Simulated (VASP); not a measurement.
# Au (Im-3m) in VASP: notebook, part 2 of 2

VASP 6.6.1. The steps go on from the part before.

### Step 3. Single point, PBE (volume scaled by 0.58)

The input, INCAR:

```
PREC = Accurate ; ENCUT = 520
EDIFF = 1E-6 ; ISMEAR = -1
SIGMA = 0.08 ; LREAL = F
LASPH = T ; NELM = 60
ALGO = Normal ; ISIF = 2
LWAVE = F ; LCHARG = F
GGA = PE ; NBANDS = 12
```

The input, KPOINTS:

```
regular mesh
0
Gamma
  16 16 16
```

The input, POSCAR:

```
Au
1.0
   -1.3768574449      1.3768574449      1.3768574449
    1.3768574449     -1.3768574449      1.3768574449
    1.3768574449      1.3768574449     -1.3768574449
Au
1
Direct
    0.0000000000      0.0000000000      0.0000000000
```

Potentials or basis: VASP PAW PBE potentials, release 64 (Au).

On the command line:

```sh
$ cat potpaw_PBE.64/Au/POTCAR > POTCAR
$ mpirun -np 1 vasp_std > vasp.out
```

OUTCAR:

```text
PREC = Accurate
   ENCUT = 520
   EDIFF = 1E-6
   ISMEAR = -1
   LREAL = F
   LASPH = T
   NELM = 60
   ISIF = 2
   GGA = PE

 ion  position               nearest neighbor table
   1  0.000  0.000  0.000-

  LATTYP: Found a body centered cubic cell.
 ALAT       =     2.7537148898

  Lattice vectors:

 A1 = (  -1.3768574449,   1.3768574449,   1.3768574449)
 A2 = (   1.3768574449,  -1.3768574449,   1.3768574449)
 A3 = (   1.3768574449,   1.3768574449,  -1.3768574449)

Analysis of symmetry for initial positions (statically):
=====================================================================
 Subroutine PRICEL returns:
 Original cell was already a primitive cell.

 Routine SETGRP: Setting up the symmetry group for a
 body centered cubic supercell.

 Subroutine GETGRP returns: Found 48 space group operations
 (whereof 48 operations were pure point group operations)
 out of a pool of 48 trial point group operations.

The static configuration has the point symmetry O_h .

Analysis of symmetry for dynamics (positions and initial velocities):
=====================================================================
 Subroutine PRICEL returns:
 Original cell was already a primitive cell.

 Routine SETGRP: Setting up the symmetry group for a
 body centered cubic supercell.

 Subroutine GETGRP returns: Found 48 space group operations
 (whereof 48 operations were pure point group operations)
 out of a pool of 48 trial point group operations.

The dynamic configuration has the point symmetry O_h .

 Subroutine INISYM returns: Found 48 space group operations
 (whereof 48 operations are pure point group operations),
 and found     1 'primitive' translations

----------------------------------------------------------------------------------------

                                     Primitive cell

  volume of cell :      10.4406

  direct lattice vectors                    reciprocal lattice vectors
    -1.376857445  1.376857445  1.376857445     0.000000000  0.363145801  0.363145801
     1.376857445 -1.376857445  1.376857445     0.363145801  0.000000000  0.363145801
     1.376857445  1.376857445 -1.376857445     0.363145801  0.363145801  0.000000000

  length of vectors
     2.384787049  2.384787049  2.384787049     0.513565717  0.513565717  0.513565717

  position of ions in fractional coordinates (direct lattice)
     0.000000000  0.000000000  0.000000000

  ion indices of the primitive-cell ions
   primitive index   ion index
                 1           1

----------------------------------------------------------------------------------------

 KPOINTS: regular mesh

Automatic generation of k-mesh.
 Grid dimensions read from file:
 generate k-points for:   16   16   16

 Generating k-lattice:

  Cartesian coordinates                     Fractional coordinates (reciprocal lattice)
     0.000000000  0.022696613  0.022696613     0.062500000  0.000000000  0.000000000
     0.022696613  0.000000000  0.022696613     0.000000000  0.062500000  0.000000000
     0.022696613  0.022696613  0.000000000     0.000000000  0.000000000  0.062500000

  Length of vectors
     0.032097857  0.032097857  0.032097857

  Shift w.r.t. Gamma in fractional coordinates (k-lattice)
     0.000000000  0.000000000  0.000000000

 Subroutine IBZKPT returns following result:
 ===========================================

 Found    145 irreducible k-points:

 Following reciprocal coordinates:
            Coordinates               Weight
  0.000000  0.000000  0.000000      1.000000
  0.062500  0.000000  0.000000     12.000000
  0.125000  0.000000  0.000000     12.000000
  0.187500  0.000000  0.000000     12.000000
  0.250000  0.000000  0.000000     12.000000
  0.312500  0.000000  0.000000     12.000000
[... 16 lines left out ...]
  0.187500  0.187500  0.000000     24.000000
  0.250000  0.187500 -0.000000     48.000000
 [... further k-points ...]
   k-points           NKPTS =    145   k-points in BZ     NKDIM =    145   number of bands    NBANDS=     12
   number of dos      NEDOS =    301   number of ions     NIONS =      1
   total plane-waves  NPLWV =   5832
   dimension x,y,z NGX =    18 NGY =   18 NGZ =   18
   dimension x,y,z NGXF=    36 NGYF=   36 NGZF=   36
   ions per type =               1
   NGX,Y,Z   is equivalent  to a cutoff of  12.55, 12.55, 12.55 a.u.
   NGXF,Y,Z  is equivalent  to a cutoff of  25.10, 25.10, 25.10 a.u.
 SYSTEM =  unknown system
   PREC   = accura    normal or accurate (medium, high low for compatibility)
   ISTART =      0    job   : 0-new  1-cont  2-samecut
   ICHARG =      2    charge: 1-file 2-atom 10-const
   ISPIN  =      1    spin polarized calculation?
   LNONCOLLINEAR =      F non collinear calculations
   LSORBIT =      F    spin-orbit coupling
   LASPH  =      T    aspherical Exc in radial PAW
   ENCUT  =  520.0 eV  38.22 Ry    6.18 a.u.   4.43  4.43  4.43*2*pi/ulx,y,z
   NELM   =     60;   NELMIN=  2; NELMDL= -5     # of ELM steps
   EDIFF  = 0.1E-05   stopping-criterion for ELM
   LREAL  =      F    real-space projection
   EDIFFG = 0.1E-04   stopping-criterion for IOM
   NSW    =      0    number of steps for IOM
   IBRION =     -1    ionic relax: 0-MD 1-quasi-New 2-CG
   NFREE  =      0    steps in history (QN), initial steepest desc. (CG)
   ISIF   =      2    stress and relaxation
   ISYM   =      2    0-nonsym 1-usesym 2-fastsym
   POTIM  = 0.5000    time-step for ionic-motion
   TEBEG  =    0.0;   TEEND  =   0.0 temperature during run
   PSTRESS=    0.0 pullay stress
   NELECT =      11.0000    total number of electrons
   NUPDOWN=      -1.0000    fix difference up-down
   EMIN   =  10.00;   EMAX   =-10.00  energy-range for DOS
   EFERMI =   0.00;   METHOD = LEGACY
   ISMEAR =    -1;   SIGMA  =   0.08  broadening in eV -4-tet -1-fermi 0-gaus
   EFERMI_NEDOS =   21; number of points for ismear=-14 and -15
   IALGO  =     38    algorithm
   IMIX   =      4    mixing-type and parameters
     AMIX     =   0.40;   BMIX     =  1.00
     AMIX_MAG =   1.60;   BMIX_MAG =  1.00
  volume/ion in A,a.u.               =      10.44        70.46
  Fermi-wavevector in a.u.,A,eV,Ry     =   1.665828  3.147958 37.755922  2.774982
  Thomas-Fermi vector in A             =   2.752130
   LORBIT       =      0    0 simple, 1 ext, 2 COOP (PROOUT), +10 PAW based schemes
   GGA     = PE    functional components
[... 5 lines left out ...]
 non-spin polarized calculation
  energy-cutoff  :      520.00
  volume of cell :       10.44
 maximum number of plane-waves:       321
 NGX is ok and might be reduce to    18
   NGX =  9   NGY =  9   NGZ =  9

 number of electron      11.0000002 magnetization

 Free energy of the ion-electron system (eV)
  ---------------------------------------------------
  ext. energy  EPLUGINS =         0.00000000
  ---------------------------------------------------
  free energy    TOTEN  =         1.42425468 eV

  energy without entropy =        1.42690025  energy(sigma->0) =        1.42557747

 E-fermi :  20.6838     XC(G=0): -15.8284

 val. band max:       20.5815551074   @ k =  -0.3125   0.4375   0.1250
 cond. band min:      20.7878070566   @ k =  -0.4375   0.5000   0.0625
 fundamental gap:      0.2062519492
 Fermi energy:        20.6837703390

 k-point     1 :       0.0000    0.0000    0.0000
  band No.  band energies     occupation
      1       3.9732      2.00000
      2      11.4782      2.00000
      3      11.4782      2.00000
      4      11.4782      2.00000
      5      15.5377      2.00000
      6      15.5377      2.00000
      7      35.3346      0.00000
      8      35.3346      0.00000
      9      35.3346      0.00000
     10      51.0748      0.00000
     11      51.0748      0.00000
     12      54.2473      0.00000

 k-point     2 :       0.0625    0.0000    0.0000
  band No.  band energies     occupation
      1       4.2102      2.00000
      2      11.3648      2.00000
      3      11.4738      2.00000
      4      11.6917      2.00000
      5      15.3731      2.00000
      6      15.5435      2.00000
      7      35.4999      0.00000
      8      35.7128      0.00000
      9      35.7648      0.00000
     10      48.9217      0.00000
     11      50.1394      0.00000
     12      54.0411      0.00000
[... 316 lines left out ...]
 k-point    24 :       0.2500    0.1875   -0.0000
  band No.  band energies     occupation
      1       8.1645      2.00000
      2       9.8631      2.00000
      3      11.4640      2.00000
      4      14.7826      2.00000
      5      16.3668      2.00000
      6      19.7213      1.99999
      7      31.6704      0.00000
      8      34.7626      0.00000
      9      38.1603      0.00000
     10      41.9780      0.00000
     11      47.8986      0.00000
     12      52.0563      0.00000

 [... further k-points ...]
[... 5 lines left out ...]
  --------------------------------------------------------------------------------------
  -------------------------------------------------------------------------------------
  Total       22.7446580     22.7446580     22.7446580      0.0000000     -0.0000000      0.0000000
  in kB     3490.3025193   3490.3025193   3490.3025193      0.0000000     -0.0000000      0.0000000
  external PRESSURE =    3490.3025193 kB  Pullay stress =       0.0000000 kB

 VOLUME and BASIS-vectors are now :
 -----------------------------------------------------------------------------
  energy-cutoff  :      520.00
  volume of cell :       10.44
      direct lattice vectors                 reciprocal lattice vectors
    -1.376857445  1.376857445  1.376857445     0.000000000  0.363145801  0.363145801
     1.376857445 -1.376857445  1.376857445     0.363145801  0.000000000  0.363145801
     1.376857445  1.376857445 -1.376857445     0.363145801  0.363145801  0.000000000

 POSITION                                       TOTAL-FORCE (eV/Angst)
 -----------------------------------------------------------------------------------
      0.00000      0.00000      0.00000        -0.000000      0.000000     -0.000000
 -----------------------------------------------------------------------------------
    total drift:                                0.000000     -0.000000      0.000000

  FREE ENERGIE OF THE ION-ELECTRON SYSTEM (eV)
  ---------------------------------------------------
  free  energy   TOTEN  =         1.4242546784 eV

  energy  without entropy=        1.4269002534  energy(sigma->0) =        1.42557747
```

It took 20 s on 1 thread of AMD EPYC 7R13, shared host; peak memory 0.1 GiB.

What came out:

- Free energy: 1.4243 eV
- Pressure: 349.0 GPa

Caveat: spin-orbit coupling is left out, which moves the levels of the heavy elements.

### Step 4. Single point, PBE (volume scaled by 0.68)

The input, INCAR:

```
PREC = Accurate
ENCUT = 520
EDIFF = 1E-7
ISMEAR = -1
SIGMA = 0.08
LREAL = F
LASPH = T
NELM = 80
ALGO = Normal
ISIF = 2
LWAVE = F
LCHARG = F
GGA = PE
NBANDS = 12
```

KPOINTS is that of step 3.

The input, POSCAR:

```
Au
1.0
   -1.4518306152      1.4518306152      1.4518306152
    1.4518306152     -1.4518306152      1.4518306152
    1.4518306152      1.4518306152     -1.4518306152
Au
1
Direct
    0.0000000000      0.0000000000      0.0000000000
```

On the command line:

```sh
$ cat potpaw_PBE.64/Au/POTCAR > POTCAR
$ mpirun -np 1 vasp_std > vasp.out
```

Wall time 33 s (1 thread of AMD EPYC 7R13, shared host); peak memory 0.11 GiB.

Results (log left out):

- Free energy: -1.3065 eV
- Pressure: 160.5 GPa

Levels at points of the mesh, in eV from the Fermi level:
| k point | band 3 | band 4 | band 5 | band 6 | band 7 | band 8 | band 9 | band 10 |
| --- | --- | --- | --- | --- | --- | --- | --- | --- |
| (0.00, 0.00, 0.00) | -7.41 | -7.41 | -4.18 | -4.18 | 15.73 | 15.73 | 15.73 | 28.70 |
| (0.50, 0.00, 0.00) | -4.34 | -3.70 | -2.37 | -1.28 | 5.95 | 11.77 | 16.27 | 24.15 |
| (0.50, 0.50, 0.50) | -2.01 | -2.01 | -2.01 | 6.47 | 6.47 | 6.47 | 14.28 | 20.38 |

Caveat: spin-orbit coupling is left out, which moves the levels of the heavy elements.
